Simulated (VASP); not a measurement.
Input of a VASP 6.6.1 run:

The input POSCAR:

```
SnSe
1.0
    2.1236689167     -5.9040304868      0.0000000000
    2.1236689167      5.9040304868      0.0000000000
    0.0000000000      0.0000000000      4.2288625191
Sn Se
2 2
Direct
    0.8740995176      0.1259004824      0.2500000000
    0.1259004824      0.8740995176      0.7500000000
    0.6451033447      0.3548966553      0.2500000000
    0.3548966553      0.6451033447      0.7500000000
```

INCAR.step1

```
PREC = Accurate
ENCUT = 520
ISMEAR = -1
SIGMA = 0.02
LREAL = False
LASPH = True
NELM = 80
NBANDS = 28
GGA = PE
ALGO = Normal
EDIFF = 1E-4
LWAVE = True
LCHARG = False
```

The input INCAR.step2:

```
PREC = Accurate
ENCUT = 520
EDIFF = 1E-6
ISMEAR = -1
SIGMA = 0.02
LREAL = False
LASPH = True
NELM = 80
ALGO = Normal
ISIF = 2
LWAVE = False
LCHARG = False
METAGGA = R2SCAN
LMIXTAU = True
LUSE_VDW = True
IVDW_NL = 2
BPARAM = 11.95
CPARAM = 0.0093
NBANDS = 28
ISTART = 1
```

File KPOINTS:

```
regular mesh
0
Gamma
  6 6 6
```

Potentials or basis: VASP PAW PBE potentials, release 64 (Sn_d, Se).

The run is started by

```console
$ cat potpaw_PBE.64/Sn_d/POTCAR potpaw_PBE.64/Se/POTCAR > POTCAR
$ cp INCAR.step1 INCAR
$ mpirun -np 1 vasp_std > vasp.out
$ cp INCAR.step2 INCAR
$ mpirun -np 1 vasp_std > vasp.out
```

Question: Predict the largest force.

Answer: 0.019 eV/Å.

Question: Predict the pressure.

Answer: 0.2 GPa.

Question: Predict the band gap on the k mesh.

Answer: 0.28 eV (least direct gap 0.57 eV).

Forces in eV/Å, atoms in the order of the input:
```
Sn   0.000 -0.019  0.000
Sn   0.000  0.019  0.000
Se   0.000  0.018  0.000
Se   0.000 -0.018  0.000
```

Caveat: semilocal functionals underestimate gaps, and a narrow one can read as zero; the PAW data sets were made with another functional, which shifts forces and pressure a little; spin-orbit coupling is left out, which moves the levels of the heavy elements. A k mesh can miss the band edges.
